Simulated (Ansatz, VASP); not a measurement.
**CdTe in VASP and in Ansatz**

```
Cd Te
1.0
     3.34127    0.00000    0.00000
     0.00000    3.34127    0.00000
     0.00000    0.00000    4.77187
Cd Te
1 1
Direct
  0.50000 0.50000 0.50000
  0.00000 0.00000 0.00000
```

Alike in both runs: functional PBE; k mesh 4 × 4 × 4; occupations gaussian, width 0.1 eV; no spin polarisation.

Ansatz relaxed the structure, and its values are those at the end. VASP's run is a single point on that final structure, the one shown.

|  | VASP | Ansatz |
| --- | --- | --- |
| version | VASP 6.6.1 | Ansatz 0.2.0 |
| potentials or method | VASP PAW PBE potentials, release 64 (Cd, Te), cutoff 520 eV | scalar-relativistic, plane waves, PAW |
| valence electrons in the cell | 18 | 36 |

VASP gave:

```
gap on the k mesh at the Fermi level (eV) : none
pressure (GPa)                            : 0.1
```

Question: Which values does Ansatz return?

Answer: gap on the k mesh at the Fermi level (eV): none; pressure (GPa): 0.0.

A gap of «none» marks a metal or a gap that the smearing closes. With one functional, cell and mesh, what is left measures potentials, basis and numerics. VASP's potentials hold 18 valence electrons a cell and Ansatz's 36, so a difference there can come from the potentials and not from the codes.

The k mesh is coarse, so the values compare programs but aren't converged. Spin-orbit coupling is off throughout.
